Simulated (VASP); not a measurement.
Here is a VASP 6.6.1 calculation.

INCAR

```
PREC = Accurate ; ENCUT = 520
EDIFF = 1E-6 ; ISMEAR = 0
SIGMA = 0.1 ; LREAL = F
LASPH = T ; NELM = 100
ALGO = Normal ; ISIF = 2
LWAVE = F ; LCHARG = T
LELF = T ; LVHAR = T
NBANDS = 13
```

The input KPOINTS:

```
regular mesh
0
Gamma
  18 18 18
```

The input POSCAR:

```
Be3Si
1.0
   -1.7382787559      1.7382787559      3.3860947009
    1.7382787559     -1.7382787559      3.3860947009
    1.7382787559      1.7382787559     -3.3860947009
Be Si
3 1
Direct
    0.7500000000      0.2500000000      0.5000000000
    0.2500000000      0.7500000000      0.5000000000
    0.5000000000      0.5000000000      0.0000000000
    0.0000000000      0.0000000000      0.0000000000
```

Potentials or basis: VASP PAW LDA potentials, release 64 (Be, Si).

Launch:

```bash
$ cat potpaw_LDA.64/Be/POTCAR potpaw_LDA.64/Si/POTCAR > POTCAR
$ mpirun -np 1 vasp_std > vasp.out
```

What does it give for the pressure?

-8.1 GPa.

Predict the band gap on the k mesh.

zero (band 5 reaches 10.68 eV, above the bottom of band 6 at 6.12 eV).

Stress tensor (GPa, compression positive):
```
-10.44   0.00   0.00
  0.00 -10.44   0.00
  0.00   0.00  -3.56
```

Caveat: the cell differs from its parent crystal (functional LDA, strained).
